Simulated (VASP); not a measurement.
# ZrB2 (Immm) in VASP: single point with PBE

Aim: the single point of ZrB2 with PBE.

Program: VASP 6.6.1. These are calculated values, not measurements. Logs are shortened: lines on timing, memory, paths and dates and some standing lists are left out, and cuts for length are marked.

## (1) The cell of the first run

The structure is orthorhombic, space group Immm (No. 71). Conventional cell: a = 3.414 Å, b = 5.030 Å, c = 9.404 Å, α = 90.00°, β = 90.00°, γ = 90.00°. Zr (site symmetry mm2) has 6 B at 2.34 to 2.53 Å within 3.1 Å. Within 2.2 Å of B (site symmetry m) lie 2 B at 1.67 to 1.71 Å.

## (2) Single point, PBE

INCAR

```
SYSTEM = ZrB2
  ALGO = Normal
  EDIFF = 1E-6
  ENCUT = 520
  GGA = PE
  ISIF = 2
  ISMEAR = 0
  LASPH = .TRUE.
  LCHARG = .FALSE.
  LREAL = .FALSE.
  LWAVE = .FALSE.
  NBANDS = 27
  NELM = 100
  PREC = Accurate
  SIGMA = 0.1
```

KPOINTS

```
k-points
0
G
  6 6 6
  0 0 0
```

POSCAR

```
ZrB2
1.0
   -2.5152149437      4.7020720830      1.7070815116
    2.5152149437     -4.7020720830      1.7070815116
    2.5152149437      4.7020720830     -1.7070815116
Zr B
2 4
Direct
    0.3203621711      0.0000000000      0.3203621711
    0.6796378289      0.0000000000      0.6796378289
    0.0887223506      0.1701928762      0.2589152268
    0.9112776494      0.8298071238      0.7410847732
    0.0887223506      0.8298071238      0.9185294743
    0.9112776494      0.1701928762      0.0814705257
```

Potentials or basis: VASP PAW PBE potentials, release 64 (Zr_sv, B).

Run with:

```bash
$ cat potpaw_PBE.64/Zr_sv/POTCAR potpaw_PBE.64/B/POTCAR > POTCAR
$ mpirun -np 1 vasp_std > vasp.out
```

OUTCAR:

```text
SYSTEM = ZrB2
   EDIFF = 1E-6
   ENCUT = 520
   GGA = PE
   ISIF = 2
   ISMEAR = 0
   LASPH = .TRUE.
   LREAL = .FALSE.
   NELM = 100
   PREC = Accurate

 ion  position               nearest neighbor table
   1  0.320  0.000  0.320-   3 2.34   5 2.34   6 2.53   4 2.53   4 2.53   6 2.53   2 3.32   2 3.32
                             2 3.32   2 3.32   2 3.38
   2  0.680  0.000  0.680-   4 2.34   6 2.34   5 2.53   3 2.53   3 2.53   5 2.53   1 3.32   1 3.32
                             1 3.32   1 3.32   1 3.38
   3  0.089  0.170  0.259-   6 1.67   5 1.71   1 2.34   2 2.53   2 2.53
   4  0.911  0.830  0.741-   5 1.67   6 1.71   2 2.34   1 2.53   1 2.53
   5  0.089  0.830  0.919-   4 1.67   3 1.71   1 2.34   2 2.53   2 2.53
   6  0.911  0.170  0.081-   3 1.67   4 1.71   2 2.34   1 2.53   1 2.53

  LATTYP: Found a body centered orthorhombic cell.
 ALAT       =     3.4141630232
 B/A-ratio  =     1.4734006119
 C/A-ratio  =     2.7544508279

  Lattice vectors:

 A1 = (   2.5152149437,   4.7020720830,  -1.7070815116)
 A2 = (  -2.5152149437,   4.7020720830,   1.7070815116)
 A3 = (   2.5152149437,  -4.7020720830,   1.7070815116)

Analysis of symmetry for initial positions (statically):
=====================================================================
 Subroutine PRICEL returns:
 Original cell was already a primitive cell.

 Routine SETGRP: Setting up the symmetry group for a
 body centered orthorhombic supercell.

 Subroutine GETGRP returns: Found  8 space group operations
 (whereof  8 operations were pure point group operations)
 out of a pool of  8 trial point group operations.

The static configuration has the point symmetry D_2h.

Analysis of symmetry for dynamics (positions and initial velocities):
=====================================================================
 Subroutine PRICEL returns:
 Original cell was already a primitive cell.

 Routine SETGRP: Setting up the symmetry group for a
 body centered orthorhombic supercell.

 Subroutine GETGRP returns: Found  8 space group operations
 (whereof  8 operations were pure point group operations)
 out of a pool of  8 trial point group operations.

The dynamic configuration has the point symmetry D_2h.

 Subroutine INISYM returns: Found  8 space group operations
 (whereof  8 operations are pure point group operations),
 and found     1 'primitive' translations

----------------------------------------------------------------------------------------

                                     Primitive cell

  volume of cell :      80.7567

  direct lattice vectors                    reciprocal lattice vectors
    -2.515214944  4.702072083  1.707081512     0.000000000  0.106336098  0.292897554
     2.515214944 -4.702072083  1.707081512     0.198790168  0.000000000  0.292897554
     2.515214944  4.702072083 -1.707081512     0.198790168  0.106336098  0.000000000

  length of vectors
     5.599099515  5.599099515  5.599099515     0.311602861  0.353986593  0.225443777

  position of ions in fractional coordinates (direct lattice)
     0.320362171  0.000000000  0.320362171
     0.679637829  0.000000000  0.679637829
     0.088722351  0.170192876  0.258915227
     0.911277649  0.829807124  0.741084773
     0.088722351  0.829807124  0.918529474
     0.911277649  0.170192876  0.081470526

  ion indices of the primitive-cell ions
   primitive index   ion index
                 1           1
                 2           2
                 3           3
                 4           4
                 5           5
                 6           6

----------------------------------------------------------------------------------------

 KPOINTS: k-points

Automatic generation of k-mesh.
 Grid dimensions read from file:
 generate k-points for:    6    6    6

 Generating k-lattice:

  Cartesian coordinates                     Fractional coordinates (reciprocal lattice)
     0.000000000  0.017722683  0.048816259     0.166666667 -0.000000000  0.000000000
     0.033131695  0.000000000  0.048816259    -0.000000000  0.166666667  0.000000000
     0.033131695  0.017722683  0.000000000     0.000000000 -0.000000000  0.166666667

  Length of vectors
     0.051933810  0.058997766  0.037573963

  Shift w.r.t. Gamma in fractional coordinates (k-lattice)
     0.000000000  0.000000000  0.000000000

 Subroutine IBZKPT returns following result:
 ===========================================

 Found     46 irreducible k-points:

 Following reciprocal coordinates:
            Coordinates               Weight
  0.000000  0.000000  0.000000      1.000000
  0.166667  0.000000 -0.000000      4.000000
  0.333333  0.000000 -0.000000      4.000000
  0.500000 -0.000000  0.000000      2.000000
  0.000000  0.166667 -0.000000      4.000000
  0.166667  0.166667 -0.000000      8.000000
[... 16 lines left out ...]
 -0.166667  0.166667  0.166667      2.000000
  0.166667  0.333333  0.166667      4.000000
 [... further k-points ...]
   k-points           NKPTS =     46   k-points in BZ     NKDIM =     46   number of bands    NBANDS=     27
   number of dos      NEDOS =    301   number of ions     NIONS =      6
   total plane-waves  NPLWV =  74088
   dimension x,y,z NGX =    42 NGY =   42 NGZ =   42
   dimension x,y,z NGXF=    84 NGYF=   84 NGZF=   84
   ions per type =               2   4
   NGX,Y,Z   is equivalent  to a cutoff of  12.47, 12.47, 12.47 a.u.
   NGXF,Y,Z  is equivalent  to a cutoff of  24.94, 24.94, 24.94 a.u.
 SYSTEM =  ZrB2
   PREC   = accura    normal or accurate (medium, high low for compatibility)
   ISTART =      0    job   : 0-new  1-cont  2-samecut
   ICHARG =      2    charge: 1-file 2-atom 10-const
   ISPIN  =      1    spin polarized calculation?
   LNONCOLLINEAR =      F non collinear calculations
   LSORBIT =      F    spin-orbit coupling
   LASPH  =      T    aspherical Exc in radial PAW
   ENCUT  =  520.0 eV  38.22 Ry    6.18 a.u.  10.41 10.41 10.41*2*pi/ulx,y,z
   NELM   =    100;   NELMIN=  2; NELMDL= -5     # of ELM steps
   EDIFF  = 0.1E-05   stopping-criterion for ELM
   LREAL  =      F    real-space projection
   EDIFFG = 0.1E-04   stopping-criterion for IOM
   NSW    =      0    number of steps for IOM
   IBRION =     -1    ionic relax: 0-MD 1-quasi-New 2-CG
   NFREE  =      0    steps in history (QN), initial steepest desc. (CG)
   ISIF   =      2    stress and relaxation
   ISYM   =      2    0-nonsym 1-usesym 2-fastsym
   POTIM  = 0.5000    time-step for ionic-motion
   TEBEG  =    0.0;   TEEND  =   0.0 temperature during run
   PSTRESS=    0.0 pullay stress
   NELECT =      36.0000    total number of electrons
   NUPDOWN=      -1.0000    fix difference up-down
   EMIN   =  10.00;   EMAX   =-10.00  energy-range for DOS
   EFERMI =   0.00;   METHOD = LEGACY
   ISMEAR =     0;   SIGMA  =   0.10  broadening in eV -4-tet -1-fermi 0-gaus
   EFERMI_NEDOS =   21; number of points for ismear=-14 and -15
   IALGO  =     38    algorithm
   IMIX   =      4    mixing-type and parameters
     AMIX     =   0.40;   BMIX     =  1.00
     AMIX_MAG =   1.60;   BMIX_MAG =  1.00
  volume/ion in A,a.u.               =      13.46        90.83
  Fermi-wavevector in a.u.,A,eV,Ry     =   1.250593  2.363279 21.279291  1.563984
  Thomas-Fermi vector in A             =   2.384580
   LORBIT       =      0    0 simple, 1 ext, 2 COOP (PROOUT), +10 PAW based schemes
   GGA     = PE    functional components
   LHFCALC =     F    Hartree Fock is set to
   AEXX    =    0.0000 exact exchange contribution
   IVDW    =     0    specifies the selected vdW correction
   LEPSILON=     F    determine dielectric tensor
   LRPA    =     F    only Hartree local field effects (RPA)
 non-spin polarized calculation
 Gauss-broadening in eV      SIGMA  =   0.10
  energy-cutoff  :      520.00
  volume of cell :       80.76
 maximum number of plane-waves:      2195
 NGX is ok and might be reduce to    42
   NGX = 21   NGY = 21   NGZ = 21

 number of electron      36.0000000 magnetization

 Free energy of the ion-electron system (eV)
  ---------------------------------------------------
  ext. energy  EPLUGINS =         0.00000000
  ---------------------------------------------------
  free energy    TOTEN  =       -43.14055349 eV

  energy without entropy =      -43.12295337  energy(sigma->0) =      -43.13175343

 E-fermi :   6.6502     XC(G=0): -10.9761

 val. band max:        6.6251822243   @ k =  -0.3333   0.5000   0.3333
 cond. band min:       6.6764363372   @ k =   0.3333   0.5000  -0.0000
 fundamental gap:      0.0512541130
 Fermi energy:         6.6501799508

 k-point     1 :       0.0000    0.0000    0.0000
  band No.  band energies     occupation
      1     -41.8261      2.00000
      2     -41.7491      2.00000
      3     -20.0511      2.00000
      4     -20.0350      2.00000
      5     -19.8571      2.00000
      6     -19.7612      2.00000
[... 19 lines left out ...]
     26      11.3487      0.00000
     27      11.7404      0.00000

 k-point     2 :       0.1667    0.0000   -0.0000
  band No.  band energies     occupation
      1     -41.8156      2.00000
      2     -41.7485      2.00000
      3     -20.0442      2.00000
      4     -19.9991      2.00000
      5     -19.8941      2.00000
      6     -19.7882      2.00000
[... 19 lines left out ...]
     26      11.1543      0.00000
     27      11.9828      0.00000

 k-point     3 :       0.3333    0.0000   -0.0000
  band No.  band energies     occupation
      1     -41.7909      2.00000
      2     -41.7509      2.00000
      3     -20.0568      2.00000
      4     -19.9996      2.00000
      5     -19.9064      2.00000
      6     -19.8562      2.00000
[... 19 lines left out ...]
     26      11.5402      0.00000
     27      12.4600      0.00000

 k-point     4 :       0.5000   -0.0000    0.0000
  band No.  band energies     occupation
      1     -41.7715      2.00000
      2     -41.7592      2.00000
      3     -20.0900      2.00000
      4     -20.0584      2.00000
      5     -19.8942      2.00000
      6     -19.8029      2.00000
[... 19 lines left out ...]
     26      11.7182      0.00000
     27      12.3035      0.00000
[... 516 lines left out ...]
      4     -20.0889      2.00000
      5     -19.9794      2.00000
      6     -19.8412      2.00000
[... 19 lines left out ...]
     26      11.9798      0.00000
     27      12.6764      0.00000

 k-point    23 :      -0.1667    0.1667    0.1667
  band No.  band energies     occupation
      1     -41.8101      2.00000
      2     -41.7652      2.00000
      3     -20.0842      2.00000
      4     -20.0234      2.00000
      5     -19.7734      2.00000
      6     -19.7249      2.00000
[... 19 lines left out ...]
     26      11.7410      0.00000
     27      12.1965      0.00000

 k-point    24 :       0.1667    0.3333    0.1667
  band No.  band energies     occupation
      1     -41.7714      2.00000
      2     -41.7591      2.00000
      3     -20.1035      2.00000
      4     -20.0874      2.00000
      5     -19.9972      2.00000
      6     -19.8454      2.00000
[... 19 lines left out ...]
     26      11.8827      0.00000
     27      12.7982      0.00000

 [... further k-points ...]
[... 5 lines left out ...]
  --------------------------------------------------------------------------------------
  -------------------------------------------------------------------------------------
  Total        0.0542105     -0.0041816     -0.0262775      0.0000000      0.0000000      0.0000000
  in kB        1.0755115     -0.0829618     -0.5213347      0.0000000      0.0000000      0.0000000
  external PRESSURE =       0.1570717 kB  Pullay stress =       0.0000000 kB

 VOLUME and BASIS-vectors are now :
 -----------------------------------------------------------------------------
  energy-cutoff  :      520.00
  volume of cell :       80.76
      direct lattice vectors                 reciprocal lattice vectors
    -2.515214944  4.702072083  1.707081512     0.000000000  0.106336098  0.292897554
     2.515214944 -4.702072083  1.707081512     0.198790168  0.000000000  0.292897554
     2.515214944  4.702072083 -1.707081512     0.198790168  0.106336098  0.000000000

 POSITION                                       TOTAL-FORCE (eV/Angst)
 -----------------------------------------------------------------------------------
      0.00000      3.01273      0.00000        -0.000000      0.016976     -0.000000
      0.00000      6.39141      0.00000        -0.000000     -0.016976     -0.000000
      0.85614      0.83436      0.00000         0.008529     -0.004707     -0.000000
      1.65907      3.86771      1.70708        -0.008529      0.004707      0.000000
      4.17429      0.83436      0.00000        -0.008529     -0.004707      0.000000
     -1.65907      3.86771      1.70708         0.008529      0.004707     -0.000000
 -----------------------------------------------------------------------------------
    total drift:                               -0.000000     -0.000000      0.000000

  FREE ENERGIE OF THE ION-ELECTRON SYSTEM (eV)
  ---------------------------------------------------
  free  energy   TOTEN  =       -43.1405534922 eV

  energy  without entropy=      -43.1229533667  energy(sigma->0) =      -43.13175343
```

Run time: 2.5 min. Hardware: 1 thread of Intel Xeon 6975P-C, shared host; peak memory 0.29 GiB.

What came out:

| Item | Value |
| --- | --- |
| Free energy | -43.1406 eV |
| Pressure | 0.0 GPa |
| Largest force | 0.017 eV/Å |
| Band gap on the k mesh | zero (band 18 reaches 7.36 eV, above the bottom of band 19 at 5.91 eV) |

Forces in eV/Å, atoms in the order of the input:
```
Zr   0.000  0.017  0.000
Zr   0.000 -0.017  0.000
B    0.009 -0.005  0.000
B   -0.009  0.005  0.000
B   -0.009 -0.005  0.000
B    0.009  0.005  0.000
```

Caveat: the k points lie up to 0.37 Å⁻¹ apart.
